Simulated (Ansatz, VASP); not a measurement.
# Two plane-wave programs on AlN

The input INCAR:

```
PREC     = Accurate       # precision mode
ENCUT    = 520            # plane-wave cutoff, eV
EDIFF    = 1E-6           # SCF threshold, eV
ISMEAR   = 0              # smearing method
SIGMA    = 0.05           # smearing width, eV
LREAL    = False          # projectors in reciprocal space
LASPH    = True           # aspherical terms in the spheres
NELM     = 100            # most SCF steps
ALGO     = Normal         # electronic algorithm
ISIF     = 2              # what is computed and relaxed
LWAVE    = False          # write WAVECAR
LCHARG   = False          # write CHGCAR
GGA      = PE             # functional
NBANDS   = 16             # bands
```

KPOINTS

```
Automatic mesh
0
Gamma
  9 9 6
```

Contents of POSCAR:

```
AlN
1.0
    3.2665522592      0.0000000000      0.0000000000
   -1.6332761296      2.8289172392      0.0000000000
    0.0000000000      0.0000000000      5.2269000000
Al N
2 2
Direct
    0.3333333333      0.6666666667      0.0000000000
    0.6666666667      0.3333333333      0.5000000000
    0.3333333333      0.6666666667      0.3850000000
    0.6666666667      0.3333333333      0.8850000000
```

Input for Ansatz:

```yaml
crystal:
  lattice:
    - [3.2665522592, 0.0, 0.0]
    - [-1.6332761296, 2.8289172392, 0.0]
    - [0.0, 0.0, 5.2269]
  atoms:
    - { symbol: Al, position: [0.3333333333, 0.6666666667, 0.0] }
    - { symbol: Al, position: [0.6666666667, 0.3333333333, 0.5] }
    - { symbol: "N", position: [0.3333333333, 0.6666666667, 0.385] }
    - { symbol: "N", position: [0.6666666667, 0.3333333333, 0.885] }
basis:
  ecutwfc: 420
kpoints:
  mp_grid: { grid: [9, 9, 6] }
hamiltonian:
  xc: pbe
scf:
  occupations: { method: gaussian, width: 0.05 }
output:
  forces: true
  stress: true
  eigenvalues: true
```

Change from the starting cell: strain +0.050 along x and y, +0.050 along z, atoms carried along.

Alike in both runs: task single point; functional PBE; k mesh 9 × 9 × 6; occupations gaussian, width 0.05 eV; no spin polarisation.

|  | VASP | Ansatz |
| --- | --- | --- |
| version | VASP 6.6.1 | Ansatz 0.2.0 |
| potentials or method | VASP PAW PBE potentials, release 64 (Al, N), cutoff 520 eV | scalar-relativistic, plane waves, PAW |
| valence electrons in the cell | 16 | 16 |

```tsv
	VASP	Ansatz	Ansatz less VASP
gap on the k mesh at the Fermi level (eV)	2.93	2.93	-0.003
least direct gap on the mesh (eV)	2.93	2.93	-0.003
pressure (GPa)	-19.3	-19.0	+0.23
traceless stress, the component that is largest in VASP (GPa)	0.70	0.68	-0.027
rms of the force components (eV/Å)	0.099	0.099	-0.0005
```

Atom by atom the forces differ by 0.001 eV/Å (rms over components).
